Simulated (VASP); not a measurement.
# Ta2F (P-3m1) in VASP: further runs

The runs below take Ta2F through single point, with PBE.

Everything below comes from runs of VASP 6.6.1. Logs are shortened: lines on timing, memory, paths and dates and some standing lists are left out, and cuts for length are marked.

**1. The cell of the first run**

It takes space group P-3m1 (No. 164, trigonal). The conventional cell has a = 2.930 Å, b = 2.930 Å, c = 4.969 Å, α = 90.00°, β = 90.00°, γ = 120.00°. Ta (site symmetry 3m) has 3 F at 2.08 Å within 2.8 Å. F (site symmetry -3m) has 6 Ta at 2.08 Å within 2.8 Å.

**2. Single point, PBE**

INCAR reads:

```
SYSTEM = Ta2F
PREC     = Accurate       ! precision mode
ENCUT    = 520            ! plane-wave cutoff, eV
EDIFF    = 1E-7           ! SCF threshold, eV
ISMEAR   = 0              ! smearing method
SIGMA    = 0.1            ! smearing width, eV
LREAL    = .False.        ! projectors in reciprocal space
LASPH    = .True.         ! aspherical terms in the spheres
NELM     = 100            ! most SCF steps
ALGO     = Normal         ! electronic algorithm
ISIF     = 2              ! what is computed and relaxed
LWAVE    = .False.        ! write WAVECAR
LCHARG   = .False.        ! write CHGCAR
GGA      = PE             ! functional
NBANDS   = 22             ! bands
```

KPOINTS reads:

```
regular mesh
0
Gamma
  6 6 4
  0 0 0
```

POSCAR reads:

```
Ta2F
1.0
    2.9297570200      0.0000000000      0.0000000000
   -1.4648785100      2.5372440000      0.0000000000
    0.0000000000      0.0000000000      4.9692852400
Ta F
2 1
Direct
    0.3333333300      0.6666666700      0.7571563600
    0.6666666700      0.3333333300      0.2428436400
    0.0000000000      0.0000000000      0.0000000000
```

Potentials or basis: VASP PAW PBE potentials, release 64 (Ta_pv, F).

Launch:

```sh
> cat potpaw_PBE.64/Ta_pv/POTCAR potpaw_PBE.64/F/POTCAR > POTCAR
> mpirun -np 1 vasp_std > vasp.out
```

OUTCAR:

```text
SYSTEM = Ta2F
   PREC = Accurate
   ENCUT = 520
   EDIFF = 1E-7
   ISMEAR = 0
   LREAL = .False.
   LASPH = .True.
   NELM = 100
   ISIF = 2
   GGA = PE

 ion  position               nearest neighbor table
   1  0.333  0.667  0.757-   3 2.08   3 2.08   3 2.08   2 2.95   2 2.95   2 2.95   2 3.06   2 3.06
                             2 3.06
   2  0.667  0.333  0.243-   3 2.08   3 2.08   3 2.08   1 2.95   1 2.95   1 2.95   1 3.06   1 3.06
                             1 3.06
   3  0.000  0.000  0.000-   1 2.08   2 2.08   1 2.08   2 2.08   2 2.08   1 2.08

  LATTYP: Found a hexagonal cell.
 ALAT       =     2.9297570200
 C/A-ratio  =     1.6961424467

  Lattice vectors:

 A1 = (   2.9297570200,   0.0000000000,   0.0000000000)
 A2 = (  -1.4648785100,   2.5372440000,   0.0000000000)
 A3 = (   0.0000000000,   0.0000000000,   4.9692852400)

Analysis of symmetry for initial positions (statically):
=====================================================================
 Subroutine PRICEL returns:
 Original cell was already a primitive cell.

 Routine SETGRP: Setting up the symmetry group for a
 hexagonal supercell.

 Subroutine GETGRP returns: Found 12 space group operations
 (whereof 12 operations were pure point group operations)
 out of a pool of 24 trial point group operations.

The static configuration has the point symmetry D_3d.

Analysis of symmetry for dynamics (positions and initial velocities):
=====================================================================
 Subroutine PRICEL returns:
 Original cell was already a primitive cell.

 Routine SETGRP: Setting up the symmetry group for a
 hexagonal supercell.

 Subroutine GETGRP returns: Found 12 space group operations
 (whereof 12 operations were pure point group operations)
 out of a pool of 24 trial point group operations.

The dynamic configuration has the point symmetry D_3d.

 Subroutine INISYM returns: Found 12 space group operations
 (whereof 12 operations are pure point group operations),
 and found     1 'primitive' translations

----------------------------------------------------------------------------------------

                                     Primitive cell

  volume of cell :      36.9392

  direct lattice vectors                    reciprocal lattice vectors
     2.929757020  0.000000000  0.000000000     0.341325234  0.197064216  0.000000000
    -1.464878510  2.537244000  0.000000000     0.000000000  0.394128432  0.000000000
     0.000000000  0.000000000  4.969285240     0.000000000  0.000000000  0.201236184

[... 83 lines left out ...]
   NELM   =    100;   NELMIN=  2; NELMDL= -5     # of ELM steps
   EDIFF  = 0.1E-06   stopping-criterion for ELM
   LREAL  =      F    real-space projection
   EDIFFG = 0.1E-05   stopping-criterion for IOM
   NSW    =      0    number of steps for IOM
   IBRION =     -1    ionic relax: 0-MD 1-quasi-New 2-CG
   NFREE  =      0    steps in history (QN), initial steepest desc. (CG)
   ISIF   =      2    stress and relaxation
   ISYM   =      2    0-nonsym 1-usesym 2-fastsym
   POTIM  = 0.5000    time-step for ionic-motion
   TEBEG  =    0.0;   TEEND  =   0.0 temperature during run
   PSTRESS=    0.0 pullay stress
   NELECT =      29.0000    total number of electrons
   NUPDOWN=      -1.0000    fix difference up-down
   EMIN   =  10.00;   EMAX   =-10.00  energy-range for DOS
   EFERMI =   0.00;   METHOD = LEGACY
   ISMEAR =     0;   SIGMA  =   0.10  broadening in eV -4-tet -1-fermi 0-gaus
   EFERMI_NEDOS =   21; number of points for ismear=-14 and -15
   IALGO  =     38    algorithm
   IMIX   =      4    mixing-type and parameters
     AMIX     =   0.40;   BMIX     =  1.00
     AMIX_MAG =   1.60;   BMIX_MAG =  1.00
  volume/ion in A,a.u.               =      12.31        83.09
  Fermi-wavevector in a.u.,A,eV,Ry     =   1.510236  2.853933 31.032355  2.280814
  Thomas-Fermi vector in A             =   2.620453
   LORBIT       =      0    0 simple, 1 ext, 2 COOP (PROOUT), +10 PAW based schemes
   GGA     = PE    functional components
   LHFCALC =     F    Hartree Fock is set to
   AEXX    =    0.0000 exact exchange contribution
   IVDW    =     0    specifies the selected vdW correction
   LEPSILON=     F    determine dielectric tensor
   LRPA    =     F    only Hartree local field effects (RPA)
 non-spin polarized calculation
 Gauss-broadening in eV      SIGMA  =   0.10
  energy-cutoff  :      520.00
  volume of cell :       36.94
 maximum number of plane-waves:      1026
 NGX is ok and might be reduce to    24
   NGX = 11   NGY = 11   NGZ = 19

 number of electron      28.9999996 magnetization

 Free energy of the ion-electron system (eV)
  ---------------------------------------------------
  ext. energy  EPLUGINS =         0.00000000
  ---------------------------------------------------
  free energy    TOTEN  =       -22.99610216 eV

  energy without entropy =      -22.97969230  energy(sigma->0) =      -22.98789723

 E-fermi :   8.6970     XC(G=0): -13.3499

 val. band max:        8.6907542068   @ k =   0.1667   0.0000   0.5000
 cond. band min:       8.7617856300   @ k =   0.3333   0.3333   0.0000
 fundamental gap:      0.0710314232
 Fermi energy:         8.6969833097

 k-point     1 :       0.0000    0.0000    0.0000
  band No.  band energies     occupation
      1     -27.8733      2.00000
      2     -26.1247      2.00000
      3     -26.1247      2.00000
      4     -26.0752      2.00000
      5     -26.0232      2.00000
      6     -26.0232      2.00000
[... 589 lines left out ...]
     21      16.5725      0.00000
     22      16.5725      0.00000

------------------------ aborting loop because EDIFF is reached ----------------------------------------

  FORCE on cell =-STRESS in cart. coord.  units (eV):
  Direction    XX          YY          ZZ          XY          YZ          ZX
  --------------------------------------------------------------------------------------
  -------------------------------------------------------------------------------------
  Total       15.5382341     15.5382340     12.4518440     -0.0000000     -0.0000000      0.0000000
  in kB      673.9450353    673.9450320    540.0780014     -0.0000000     -0.0000000      0.0000000
  external PRESSURE =     629.3226896 kB  Pullay stress =       0.0000000 kB

 VOLUME and BASIS-vectors are now :
 -----------------------------------------------------------------------------
  energy-cutoff  :      520.00
  volume of cell :       36.94
      direct lattice vectors                 reciprocal lattice vectors
     2.929757020  0.000000000  0.000000000     0.341325234  0.197064216  0.000000000
    -1.464878510  2.537244000  0.000000000     0.000000000  0.394128432  0.000000000
     0.000000000  0.000000000  4.969285240     0.000000000  0.000000000  0.201236184

 POSITION                                       TOTAL-FORCE (eV/Angst)
 -----------------------------------------------------------------------------------
     -0.00000      1.69150      3.76253        -0.000000     -0.000000     -6.453370
      1.46488      0.84575      1.20676         0.000000      0.000000      6.453370
      0.00000      0.00000      0.00000         0.000000      0.000000      0.000000
 -----------------------------------------------------------------------------------
    total drift:                                0.000000      0.000000     -0.000000

  FREE ENERGIE OF THE ION-ELECTRON SYSTEM (eV)
  ---------------------------------------------------
  free  energy   TOTEN  =       -22.9961021646 eV

  energy  without entropy=      -22.9796923037  energy(sigma->0) =      -22.98789723
```

stdout:

```text
POSCAR found type information on POSCAR TaF
 POSCAR found :  2 types and       3 ions
 scaLAPACK will be used
 LDA part: xc-table for (Slater+PW92), standard interpolation
 POSCAR, INCAR and KPOINTS ok, starting setup
 FFT: planning ... GRIDC
 FFT: planning ... GRID_SOFT
 FFT: planning ... GRID
 WAVECAR not read
 entering main loop
```

Wall time 21 s (1 thread of Intel Xeon Platinum 8375C at 2.90GHz (Ice Lake), shared host); peak memory 0.16 GiB.

What came out:

```
Free energy   : -22.9961 eV
Pressure      : 62.9 GPa
Largest force : 6.453 eV/Å
```

Forces on the atoms (eV/Å):
```
Ta   0.000  0.000 -6.453
Ta   0.000  0.000  6.453
F    0.000  0.000  0.000
```

Caveat: the k points lie up to 0.41 Å⁻¹ apart; spin-orbit coupling is left out, which moves the levels of the heavy elements; an odd number of electrons without spin polarisation forces a metal; a magnetic or distorted state may lie lower.

**3. Single point, PBE**

This run uses another cell than the first one, of 15.06 Å³/atom, 1.223 times its volume.

INCAR reads:

```
SYSTEM = Ta2F
PREC = Accurate ; ENCUT = 520
EDIFF = 1E-6 ; ISMEAR = 0
SIGMA = 0.1 ; LREAL = .False.
LASPH = .True. ; NELM = 80
ALGO = Normal ; ISIF = 2
LWAVE = .False. ; LCHARG = .False.
GGA = PE ; NBANDS = 22
```

KPOINTS is that of step 2.

POSCAR reads:

```
Ta2F
1.0
    2.8221356889      0.0000000000      0.0000000000
   -1.4110678445      2.4440411995      0.0000000000
    0.0000000000      0.0000000000      6.5500325884
Ta F
2 1
Direct
    0.3333333333      0.6666666667      0.6956284605
    0.6666666667      0.3333333333      0.3043715395
    0.0000000000      0.0000000000      0.0000000000
```

Potentials or basis: VASP PAW PBE potentials, release 64 (Ta_pv, F).

Launch:

```sh
> cat potpaw_PBE.64/Ta_pv/POTCAR potpaw_PBE.64/F/POTCAR > POTCAR
> mpirun -np 1 vasp_std > vasp.out
```

Wall time 30 s (1 thread of Intel Xeon Platinum 8375C at 2.90GHz (Ice Lake), shared host); peak memory 0.18 GiB.

Results (log left out):

```yaml
Free_energy: -26.9469 eV
Pressure: -0.1 GPa
Largest_force: 0.005 eV/Å
```

Forces in eV/Å, atoms in the order of the input:
```
Ta   0.000  0.000  0.005
Ta   0.000  0.000 -0.005
F    0.000  0.000  0.000
```

Stress tensor (GPa, compression positive):
```
-0.16  0.00  0.00
 0.00 -0.16  0.00
 0.00  0.00  0.16
```

Levels at points of the mesh, in eV from the Fermi level:
```
           k point  band 12  band 13  band 14  band 15  band 16  band 17
(0.00, 0.00, 0.00)    -4.69    -1.57     0.40     0.40     0.53     0.53
(0.50, 0.00, 0.00)    -3.54    -3.05    -1.14     1.75     1.85     2.41
(0.00, 0.00, 0.50)    -5.63    -1.45     0.29     0.29     0.56     0.68
(0.50, 0.00, 0.50)    -4.11    -2.36    -1.73     1.28     1.55     3.38
```

Caveat: the k points lie up to 0.43 Å⁻¹ apart; spin-orbit coupling is left out, which moves the levels of the heavy elements; an odd number of electrons without spin polarisation forces a metal; a magnetic or distorted state may lie lower.
